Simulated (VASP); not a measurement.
Set up this calculation in VASP 6.6.1, as the native input.

```yaml
Task: single point
Functional: LDA
Potentials_or_basis: VASP PAW LDA potentials, release 64 (Ir)
Cutoff: 520 eV
k_mesh: 15 × 15 × 15
Occupations: fermi-dirac, width 0.2 eV
Spin: no spin polarisation
Dipole_correction: no
Further_INCAR_settings: ALGO = Normal; EDIFF = 1e-06; NBANDS = 10
```

The structure of Ir lies in POSCAR:

```
Ir
1.0
    0.0000000000      1.9027432368      1.9027432368
    1.9027432368      0.0000000000      1.9027432368
    1.9027432368      1.9027432368      0.0000000000
Ir
1
Direct
    0.0000000000      0.0000000000      0.0000000000
```

These files were run (other wordings do the same):

INCAR

```
SYSTEM = Ir
  PREC = Accurate
  ENCUT = 520
  EDIFF = 1E-6
  ISMEAR = -1
  SIGMA = 0.2
  LREAL = .False.
  LASPH = .True.
  NELM = 100
  ALGO = Normal
  ISIF = 2
  LWAVE = .False.
  LCHARG = .False.
  NBANDS = 10
```

KPOINTS

```
Automatic mesh
0
Gamma
  15 15 15
  0 0 0
```

Potentials or basis: VASP PAW LDA potentials, release 64 (Ir).

Launch:

```sh
$ cat potpaw_LDA.64/Ir/POTCAR > POTCAR
$ mpirun -np 1 vasp_std > vasp.out
```

It gave:

| Property | Result |
| --- | --- |
| Pressure | 5.5 GPa |

Run time: 18 s on 1 thread of Intel(R) Xeon(R) Platinum 8259CL CPU @ 2.50GHz (Skylake/Cascade Lake), on a shared host, peak memory 0.13 GiB.
